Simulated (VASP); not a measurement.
# TiSi (Cmmm) in VASP: notebook, part 2 of 2

VASP 6.6.1.

## (3) Single point, r2SCAN (strain +0.000 along x and y, +0.015 along z)

POSCAR

```
TiSi
1.0
    1.8161780000     -2.1176240000      0.0000000000
    1.8161780000      2.1176240000      0.0000000000
    0.0000000000      0.0000000000      3.8609930100
Ti Si
1 1
Direct
    0.5000000000      0.5000000000      0.0000000000
    0.0000000000      0.0000000000      0.5000000000
```

INCAR.step1

```
SYSTEM = TiSi
  PREC = Accurate
  ENCUT = 520
  ISMEAR = 0
  SIGMA = 0.15
  LREAL = .False.
  LASPH = .True.
  NELM = 80
  NBANDS = 15
  GGA = PE
  ALGO = Normal
  EDIFF = 1E-4
  LWAVE = .True.
  LCHARG = .False.
```

INCAR.step2

```
SYSTEM = TiSi
  PREC = Accurate
  ENCUT = 520
  EDIFF = 1E-7
  ISMEAR = 0
  SIGMA = 0.15
  LREAL = .False.
  LASPH = .True.
  NELM = 80
  ALGO = Normal
  ISIF = 2
  LWAVE = .False.
  LCHARG = .False.
  METAGGA = R2SCAN
  LMIXTAU = .True.
  NBANDS = 15
  ISTART = 1
```

KPOINTS

```
Automatic mesh
0
Gamma
  18 18 12
  0 0 0
```

Potentials or basis: VASP PAW PBE potentials, release 64 (Ti_sv, Si).

Launch:

```console
$ cat potpaw_PBE.64/Ti_sv/POTCAR potpaw_PBE.64/Si/POTCAR > POTCAR
$ cp INCAR.step1 INCAR
$ mpirun -np 1 vasp_std > vasp.out
$ cp INCAR.step2 INCAR
$ mpirun -np 1 vasp_std > vasp.out
```

OUTCAR:

```text
SYSTEM = TiSi
   PREC = Accurate
   ENCUT = 520
   EDIFF = 1E-7
   ISMEAR = 0
   LREAL = .False.
   LASPH = .True.
   NELM = 80
   ISIF = 2
   METAGGA = R2SCAN
   ISTART = 1

 ion  position               nearest neighbor table
   1  0.500  0.500  0.000-   2 2.65   2 2.65   2 2.65   2 2.65   2 2.87   2 2.87   2 2.87   2 2.87

   2  0.000  0.000  0.500-   1 2.65   1 2.65   1 2.65   1 2.65   1 2.87   1 2.87   1 2.87   1 2.87

  LATTYP: Found a base centered orthorhombic cell.
 ALAT       =     3.6323560000
 B/A-ratio  =     1.1659782246
 C/A-ratio  =     1.0629445489

  Lattice vectors:

 A1 = (   1.8161780000,  -2.1176240000,   0.0000000000)
 A2 = (   1.8161780000,   2.1176240000,   0.0000000000)
 A3 = (   0.0000000000,   0.0000000000,   3.8609930100)

Analysis of symmetry for initial positions (statically):
=====================================================================
 Subroutine PRICEL returns:
 Original cell was already a primitive cell.

 Routine SETGRP: Setting up the symmetry group for a
 base centered orthorhombic supercell.

 Subroutine GETGRP returns: Found  8 space group operations
 (whereof  8 operations were pure point group operations)
 out of a pool of  8 trial point group operations.

The static configuration has the point symmetry D_2h.
[... 171 lines left out ...]
      1     -49.0867      2.00000
      2     -24.4711      2.00000
      3     -24.0170      2.00000
      4     -23.9118      2.00000
      5      -2.3782      2.00000
      6       7.4630      2.00000
      7       7.9211      2.00000
      8       8.7543      2.00000
      9      11.8213      0.00000
     10      12.5845      0.00000
     11      13.2516      0.00000
     12      15.5174      0.00000
     13      16.4262      0.00000
     14      16.4573      0.00000
[... 401 lines left out ...]
      2     -24.4390      2.00000
      3     -24.2083      2.00000
      4     -23.9574      2.00000
      5      -1.3672      2.00000
      6       7.6003      2.00000
      7       7.9077      2.00000
      8       8.5849      2.00000
      9      11.9553      0.00000
     10      12.1369      0.00000
     11      12.5851      0.00000
     12      13.2020      0.00000
     13      16.3925      0.00000
     14      17.2709      0.00000
     15      20.9301      0.00000

 [... further k-points ...]
[... 5 lines left out ...]
  --------------------------------------------------------------------------------------
  -------------------------------------------------------------------------------------
  Total       -0.5213632     -0.6569767     -0.8899502     -0.0000000      0.0000000      0.0000000
  in kB      -28.1264373    -35.4424958    -48.0109196     -0.0000000      0.0000000      0.0000000
  external PRESSURE =     -37.1932842 kB  Pullay stress =       0.0000000 kB

 VOLUME and BASIS-vectors are now :
 -----------------------------------------------------------------------------
  energy-cutoff  :      520.00
  volume of cell :       29.70
      direct lattice vectors                 reciprocal lattice vectors
     1.816178000 -2.117624000  0.000000000     0.275303412 -0.236113682  0.000000000
     1.816178000  2.117624000  0.000000000     0.275303412  0.236113682  0.000000000
     0.000000000  0.000000000  3.860993010     0.000000000  0.000000000  0.259000728

 POSITION                                       TOTAL-FORCE (eV/Angst)
 -----------------------------------------------------------------------------------
      1.81618      0.00000      0.00000         0.000000     -0.000000      0.000000
      0.00000      0.00000      1.93050        -0.000000      0.000000      0.000000
 -----------------------------------------------------------------------------------
    total drift:                               -0.000000     -0.000000     -0.000000

  FREE ENERGIE OF THE ION-ELECTRON SYSTEM (eV)
  ---------------------------------------------------
  free  energy   TOTEN  =       -22.7770699910 eV

  energy  without entropy=      -22.7658804727  energy(sigma->0) =      -22.77147523
```

OSZICAR.step1:

```text
N       E                     dE             d eps       ncg     rms          rms(c)
DAV:   1     0.118746316754E+03    0.11875E+03   -0.80749E+03 19133   0.119E+03
DAV:   2    -0.563654900391E+01   -0.12438E+03   -0.11898E+03 19971   0.317E+02
DAV:   3    -0.153742050410E+02   -0.97377E+01   -0.95030E+01 33647   0.751E+01
DAV:   4    -0.158820437249E+02   -0.50784E+00   -0.50721E+00 21070   0.139E+01
DAV:   5    -0.158976181863E+02   -0.15574E-01   -0.15573E-01 26920   0.230E+00    0.111E+01
DAV:   6    -0.145475558862E+02    0.13501E+01   -0.47217E+00 22880   0.301E+01    0.394E+00
DAV:   7    -0.143388621351E+02    0.20869E+00   -0.58148E-01 21744   0.103E+01    0.272E+00
DAV:   8    -0.143273908794E+02    0.11471E-01   -0.15132E-01 23254   0.431E+00    0.896E-01
DAV:   9    -0.143213411313E+02    0.60497E-02   -0.28629E-02 21091   0.240E+00    0.354E-01
DAV:  10    -0.143216628449E+02   -0.32171E-03   -0.24670E-03 24652   0.592E-01    0.697E-02
DAV:  11    -0.143216287624E+02    0.34083E-04   -0.28262E-04 22202   0.139E-01
   1 F= -.14321629E+02 E0= -.14315287E+02  d E =-.126832E-01
```

Run time: 10 min. Hardware: 1 thread of Intel Xeon Platinum 8488C (Sapphire Rapids), shared host; peak memory 0.38 GiB.

Results:

```yaml
Free_energy: -22.7771 eV
Pressure: -3.7 GPa
Band_gap_on_the_k_mesh: zero (band 8 reaches 10.84 eV, above the bottom of band 9 at 9.14 eV)
```

Stress tensor (GPa, compression positive):
```
-2.81  0.00  0.00
 0.00 -3.54  0.00
 0.00  0.00 -4.80
```

Caveat: the cell differs from its parent crystal (strain +0.000 along x and y, +0.015 along z); the PAW data sets were made with another functional, which shifts forces and pressure a little.

## (4) Single point, r2SCAN (strain +0.030 along x and y, -0.030 along z)

POSCAR

```
TiSi
1.0
    1.8706633400     -2.1811527200      0.0000000000
    1.8706633400      2.1811527200      0.0000000000
    0.0000000000      0.0000000000      3.6898159800
Ti Si
1 1
Direct
    0.5000000000      0.5000000000      0.0000000000
    0.0000000000      0.0000000000      0.5000000000
```

INCAR.step1

```
PREC = Accurate
ENCUT = 520
ISMEAR = 0
SIGMA = 0.15
LREAL = F
LASPH = T
NELM = 60
NBANDS = 15
GGA = PE
ALGO = Normal
EDIFF = 1E-4
LWAVE = T
LCHARG = F
```

INCAR.step2

```
PREC = Accurate
ENCUT = 520
EDIFF = 1E-6
ISMEAR = 0
SIGMA = 0.15
LREAL = F
LASPH = T
NELM = 60
ALGO = Normal
ISIF = 2
LWAVE = F
LCHARG = T
METAGGA = R2SCAN
LMIXTAU = T
LELF = T
LVHAR = T
NBANDS = 15
ISTART = 1
```

KPOINTS

```
regular mesh
0
Gamma
  18 18 12
```

Potentials or basis: VASP PAW PBE potentials, release 64 (Ti_sv, Si).

Launch:

```console
$ cat potpaw_PBE.64/Ti_sv/POTCAR potpaw_PBE.64/Si/POTCAR > POTCAR
$ cp INCAR.step1 INCAR
$ mpirun -np 1 vasp_std > vasp.out
$ cp INCAR.step2 INCAR
$ mpirun -np 1 vasp_std > vasp.out
```

OUTCAR:

```text
PREC = Accurate
   ENCUT = 520
   EDIFF = 1E-6
   ISMEAR = 0
   LREAL = F
   LASPH = T
   NELM = 60
   ISIF = 2
   METAGGA = R2SCAN
   ISTART = 1

 ion  position               nearest neighbor table
   1  0.500  0.500  0.000-   2 2.63   2 2.63   2 2.63   2 2.63   2 2.86   2 2.86   2 2.86   2 2.86

   2  0.000  0.000  0.500-   1 2.63   1 2.63   1 2.63   1 2.63   1 2.86   1 2.86   1 2.86   1 2.86

  LATTYP: Found a base centered orthorhombic cell.
 ALAT       =     3.7413266800
 B/A-ratio  =     1.1659782246
 C/A-ratio  =     0.9862319695

  Lattice vectors:

 A1 = (   1.8706633400,  -2.1811527200,   0.0000000000)
 A2 = (   1.8706633400,   2.1811527200,   0.0000000000)
 A3 = (   0.0000000000,   0.0000000000,   3.6898159800)

Analysis of symmetry for initial positions (statically):
=====================================================================
 Subroutine PRICEL returns:
 Original cell was already a primitive cell.

 Routine SETGRP: Setting up the symmetry group for a
 base centered orthorhombic supercell.

 Subroutine GETGRP returns: Found  8 space group operations
 (whereof  8 operations were pure point group operations)
 out of a pool of  8 trial point group operations.

The static configuration has the point symmetry D_2h.

Analysis of symmetry for dynamics (positions and initial velocities):
=====================================================================
 Subroutine PRICEL returns:
 Original cell was already a primitive cell.

 Routine SETGRP: Setting up the symmetry group for a
 base centered orthorhombic supercell.

 Subroutine GETGRP returns: Found  8 space group operations
 (whereof  8 operations were pure point group operations)
 out of a pool of  8 trial point group operations.

The dynamic configuration has the point symmetry D_2h.

[... 119 lines left out ...]
  volume/ion in A,a.u.               =      15.06       101.60
  Fermi-wavevector in a.u.,A,eV,Ry     =   1.325997  2.505772 23.922705  1.758269
  Thomas-Fermi vector in A             =   2.455417
   LORBIT       =      0    0 simple, 1 ext, 2 COOP (PROOUT), +10 PAW based schemes
   METAGGA = R2SCAN    functional components
   LHFCALC =     F    Hartree Fock is set to
   AEXX    =    0.0000 exact exchange contribution
   IVDW    =     0    specifies the selected vdW correction
   LEPSILON=     F    determine dielectric tensor
   LRPA    =     F    only Hartree local field effects (RPA)
 non-spin polarized calculation
 Gauss-broadening in eV      SIGMA  =   0.15
  energy-cutoff  :      520.00
  volume of cell :       30.11
 maximum number of plane-waves:       826
 NGX is ok and might be reduce to    24
   NGX = 11   NGY = 11   NGZ = 13

 number of electron      15.9999994 magnetization

 Free energy of the ion-electron system (eV)
  ---------------------------------------------------
  ext. energy  EPLUGINS =         0.00000000
  ---------------------------------------------------
  free energy    TOTEN  =       -22.74428752 eV

  energy without entropy =      -22.73145501  energy(sigma->0) =      -22.73787127

 E-fermi :   9.7772     XC(G=0): -12.4481

 val. band max:        9.7732047419   @ k =   0.5000   0.3889   0.1667
 cond. band min:       9.7789372303   @ k =   0.3333   0.2222   0.3333
 fundamental gap:      0.0057324885
 Fermi energy:         9.7771990970

 k-point     1 :       0.0000    0.0000    0.0000
  band No.  band energies     occupation
      1     -49.3386      2.00000
      2     -24.6858      2.00000
      3     -24.3386      2.00000
      4     -24.2583      2.00000
      5      -2.3396      2.00000
      6       7.5355      2.00000
      7       8.5363      2.00000
      8       8.6074      2.00000
      9      11.4159      0.00000
     10      12.2395      0.00000
     11      12.7065      0.00000
     12      14.5187      0.00000
     13      15.3778      0.00000
     14      16.9444      0.00000
[... 401 lines left out ...]
      2     -24.6619      2.00000
      3     -24.4872      2.00000
      4     -24.2931      2.00000
      5      -1.3862      2.00000
      6       7.5878      2.00000
      7       8.0398      2.00000
      8       8.4181      2.00000
      9      11.5490      0.00000
     10      11.6604      0.00000
     11      12.3678      0.00000
     12      13.0815      0.00000
     13      16.3989      0.00000
     14      16.7358      0.00000
     15      20.2469      0.00000

 [... further k-points ...]
[... 5 lines left out ...]
  --------------------------------------------------------------------------------------
  -------------------------------------------------------------------------------------
  Total       -1.3058582     -0.8820768      0.0470699      0.0000000      0.0000000      0.0000000
  in kB      -69.4848589    -46.9354025      2.5045963      0.0000000      0.0000000      0.0000000
  external PRESSURE =     -37.9718884 kB  Pullay stress =       0.0000000 kB

 VOLUME and BASIS-vectors are now :
 -----------------------------------------------------------------------------
  energy-cutoff  :      520.00
  volume of cell :       30.11
      direct lattice vectors                 reciprocal lattice vectors
     1.870663340 -2.181152720  0.000000000     0.267284866 -0.229236585  0.000000000
     1.870663340  2.181152720  0.000000000     0.267284866  0.229236585  0.000000000
     0.000000000  0.000000000  3.689815980     0.000000000  0.000000000  0.271016226

 POSITION                                       TOTAL-FORCE (eV/Angst)
 -----------------------------------------------------------------------------------
      1.87066      0.00000      0.00000         0.000000     -0.000000      0.000000
      0.00000      0.00000      1.84491        -0.000000      0.000000      0.000000
 -----------------------------------------------------------------------------------
    total drift:                               -0.000000     -0.000000     -0.000000

  FREE ENERGIE OF THE ION-ELECTRON SYSTEM (eV)
  ---------------------------------------------------
  free  energy   TOTEN  =       -22.7442875181 eV

  energy  without entropy=      -22.7314550144  energy(sigma->0) =      -22.73787127
```

OSZICAR.step1:

```text
N       E                     dE             d eps       ncg     rms          rms(c)
DAV:   1     0.118802722334E+03    0.11880E+03   -0.80427E+03 19117   0.118E+03
DAV:   2    -0.581161064795E+01   -0.12461E+03   -0.11917E+03 19957   0.316E+02
DAV:   3    -0.155189820834E+02   -0.97074E+01   -0.94723E+01 33837   0.748E+01
DAV:   4    -0.160264218263E+02   -0.50744E+00   -0.50678E+00 21306   0.138E+01
DAV:   5    -0.160410701402E+02   -0.14648E-01   -0.14645E-01 27154   0.225E+00    0.111E+01
DAV:   6    -0.145109104918E+02    0.15302E+01   -0.53246E+00 22778   0.316E+01    0.396E+00
DAV:   7    -0.143108084574E+02    0.20010E+00   -0.67279E-01 21365   0.110E+01    0.265E+00
DAV:   8    -0.143062045445E+02    0.46039E-02   -0.16136E-01 23611   0.462E+00    0.117E+00
DAV:   9    -0.142942345188E+02    0.11970E-01   -0.36222E-02 21259   0.275E+00    0.303E-01
DAV:  10    -0.142946515668E+02   -0.41705E-03   -0.18025E-03 23285   0.449E-01    0.578E-02
DAV:  11    -0.142946606309E+02   -0.90642E-05   -0.30281E-04 22533   0.154E-01
   1 F= -.14294661E+02 E0= -.14287539E+02  d E =-.142431E-01
```

It took 7.4 min on 1 thread of Intel Xeon Platinum 8488C (Sapphire Rapids), shared host; peak memory 0.38 GiB.

Results:

- Free energy: -22.7443 eV
- Pressure: -3.8 GPa
- Band gap on the k mesh: zero (band 8 reaches 10.50 eV, above the bottom of band 9 at 9.19 eV)

Stress tensor (GPa, compression positive):
```
-6.95  0.00  0.00
 0.00 -4.69  0.00
 0.00  0.00  0.25
```

Caveat: the cell differs from its parent crystal (strain +0.030 along x and y, -0.030 along z); the PAW data sets were made with another functional, which shifts forces and pressure a little.

## (5) Single point, r2SCAN (strain +0.030 along x and y, -0.015 along z)

Edit POSCAR of step 4 so:

```diff
@@ -4,3 +4,3 @@
     1.8706633400      2.1811527200      0.0000000000
-    0.0000000000      0.0000000000      3.6898159800
+    0.0000000000      0.0000000000      3.7468749900
 Ti Si
```

INCAR.step1

```
SYSTEM = TiSi
PREC     = Accurate       ! precision mode
ENCUT    = 520            ! plane-wave cutoff, eV
ISMEAR   = 0              ! smearing method
SIGMA    = 0.15           ! smearing width, eV
LREAL    = .False.        ! projectors in reciprocal space
LASPH    = .True.         ! aspherical terms in the spheres
NELM     = 60             ! most SCF steps
NBANDS   = 15             ! bands
GGA      = PE             ! functional
ALGO     = Normal         ! electronic algorithm
EDIFF    = 1E-4           ! SCF threshold, eV
LWAVE    = .True.         ! write WAVECAR
LCHARG   = .False.        ! write CHGCAR
```

INCAR.step2

```
SYSTEM = TiSi
PREC     = Accurate       ! precision mode
ENCUT    = 520            ! plane-wave cutoff, eV
EDIFF    = 1E-6           ! SCF threshold, eV
ISMEAR   = 0              ! smearing method
SIGMA    = 0.15           ! smearing width, eV
LREAL    = .False.        ! projectors in reciprocal space
LASPH    = .True.         ! aspherical terms in the spheres
NELM     = 60             ! most SCF steps
ALGO     = Normal         ! electronic algorithm
ISIF     = 2              ! what is computed and relaxed
LWAVE    = .False.        ! write WAVECAR
LCHARG   = .False.        ! write CHGCAR
METAGGA  = R2SCAN         ! meta-GGA
LMIXTAU  = .True.       
NBANDS   = 15             ! bands
ISTART   = 1
```

KPOINTS

```
regular mesh
0
Gamma
  18 18 12
  0 0 0
```

Launch:

```console
$ cat potpaw_PBE.64/Ti_sv/POTCAR potpaw_PBE.64/Si/POTCAR > POTCAR
$ cp INCAR.step1 INCAR
$ mpirun -np 1 vasp_std > vasp.out
$ cp INCAR.step2 INCAR
$ mpirun -np 1 vasp_std > vasp.out
```

It took 5.1 min on 1 thread of Intel Xeon 6975P-C (Granite Rapids), shared host; peak memory 0.39 GiB.

It converged, with:

```
Free energy            : -22.7399 eV
Pressure               : -6.0 GPa
Band gap on the k mesh : zero (band 8 reaches 10.35 eV, above the bottom of band 9 at 8.97 eV)
```

Stress tensor (GPa, compression positive):
```
-8.37  0.00  0.00
 0.00 -6.30  0.00
 0.00  0.00 -3.33
```

Levels at points of the mesh, in eV from the Fermi level:
```tsv
k point	band 5	band 6	band 7	band 8	band 9	band 10	band 11	band 12
(0.00, 0.00, 0.00)	-12.06	-2.26	-1.38	-1.21	1.63	2.42	2.93	4.79
(0.50, 0.00, 0.00)	-8.10	-6.52	-2.63	-0.83	1.69	2.36	4.07	5.13
(0.50, 0.50, 0.00)	-6.20	-4.03	-1.84	-1.20	-0.53	-0.19	3.13	3.27
(0.00, 0.00, 0.50)	-10.57	-6.70	-0.84	0.36	1.02	1.66	3.05	7.07
(0.50, 0.00, 0.50)	-8.16	-4.88	-3.00	-1.78	1.69	1.78	1.99	3.57
(0.50, 0.50, 0.50)	-4.94	-3.86	-3.60	-3.47	2.35	2.37	2.79	3.85
```

Caveat: the cell differs from its parent crystal (strain +0.030 along x and y, -0.015 along z); the PAW data sets were made with another functional, which shifts forces and pressure a little.

## (6) Overview

| cell | gap on the mesh (eV) | pressure (GPa) |
| --- | --- | --- |
| a = 2.832, b = 2.832, c = 3.690 Å, angles 90.0, 90.0, 98.8°, 2 atoms | none | -0.3 |
| a = 2.790, b = 2.790, c = 3.861 Å, angles 90.0, 90.0, 98.8°, 2 atoms | none | -3.7 |
| a = 2.873, b = 2.873, c = 3.690 Å, angles 90.0, 90.0, 98.8°, 2 atoms | none | -3.8 |
| a = 2.873, b = 2.873, c = 3.747 Å, angles 90.0, 90.0, 98.8°, 2 atoms | none | -6.0 |

Alike in all rows: task single point; level r2SCAN; potentials or basis VASP PAW PBE potentials, release 64 (Ti_sv, Si); no spin polarisation; k mesh 18 × 18 × 12; cutoff (eV) 520; smearing gaussian 0.15 eV.

Caveats: the PAW data sets were made with another functional, which shifts forces and pressure a little.

Total energies depend on the potentials used, so only differences within one code and one set of settings carry meaning.
